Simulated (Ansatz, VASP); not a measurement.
# Zr3TiN4 in VASP and in Ansatz

INCAR

```
  PREC = Accurate
  ENCUT = 600
  EDIFF = 1E-6
  ISMEAR = 0
  SIGMA = 0.1
  LREAL = False
  LASPH = True
  NELM = 150
  ALGO = Normal
  ISIF = 3
  LWAVE = False
  LCHARG = False
  ISPIN = 2
  MAGMOM = 0 0 0 1 0 0 0 0
  LORBIT = 11
  LMAXMIX = 4
  GGA = PE
  IBRION = 2
  NSW = 90
  EDIFFG = -0.04
  LUSENCCL = False
```

File KPOINTS:

```
regular mesh
0
Gamma
  6 6 2
```

File POSCAR:

```
Zr3TiN4
1.0
    3.3479810100      0.0000000000      0.0000000000
    0.0000000000      3.3479810100      0.0000000000
    0.0000000000      0.0000000000      9.4695203100
Zr Ti N
3 1 4
Direct
    0.5000000000      0.5000000000      0.2500000000
    0.0000000000      0.0000000000      0.5000000000
    0.5000000000      0.5000000000      0.7500000000
    0.0000000000      0.0000000000      0.0000000000
    0.0000000000      0.0000000000      0.7500000000
    0.5000000000      0.5000000000      0.0000000000
    0.0000000000      0.0000000000      0.2500000000
    0.5000000000      0.5000000000      0.5000000000
```

Input for Ansatz:

```yaml
crystal:
  lattice:
    - [3.34798101, 0.0, 0.0]
    - [0.0, 3.34798101, 0.0]
    - [0.0, 0.0, 9.46952031]
  atoms:
    - { symbol: Zr, position: [0.5, 0.5, 0.25] }
    - { symbol: Zr, position: [0.0, 0.0, 0.5] }
    - { symbol: Zr, position: [0.5, 0.5, 0.75] }
    - { symbol: Ti, position: [0.0, 0.0, 0.0], spin: 1.0 }
    - { symbol: "N", position: [0.0, 0.0, 0.75] }
    - { symbol: "N", position: [0.5, 0.5, 0.0] }
    - { symbol: "N", position: [0.0, 0.0, 0.25] }
    - { symbol: "N", position: [0.5, 0.5, 0.5] }
basis:
  ecutwfc: 420
kpoints:
  mp_grid: { grid: [6, 6, 2] }
hamiltonian:
  xc: pbe
scf:
  occupations: { method: gaussian, width: 0.1 }
  lower_state_search: "off"
output:
  forces: true
  stress: true
  eigenvalues: true
  populations: true
magnetization:
  spin_polarized: true
relax:
  adjacent_minimum: "off"
  f_tol: 0.04
  max_steps: 70
  cell: { stress_tol: 0.4 }
```

Alike in both runs: task relaxation of cell and atoms; functional PBE; k mesh 6 × 6 × 2; occupations gaussian, width 0.1 eV; collinear spin.

|  | VASP | Ansatz |
| --- | --- | --- |
| version | VASP 6.6.1 | Ansatz 0.2.0 |
| potentials or method | VASP PAW PBE potentials, release 64 (Zr_sv, Ti_sv, N), cutoff 600 eV | scalar-relativistic, plane waves, PAW |
| valence electrons in the cell | 68 | 68 |

```tsv
	VASP	Ansatz	Ansatz less VASP
gap on the k mesh at the Fermi level, each at its own relaxed structure (eV)	none	none	-
net moment per atom (μB)	0.00	0.00	0.000
relaxed volume (Å³/atom)	11.60	11.60	+0.006
relaxed cell length with the largest relative difference (Å)	9.051	9.046	-0.0055
```

A gap of «none» marks a metal or a gap that the smearing closes. Ansatz's warnings: seeded moment not kept.
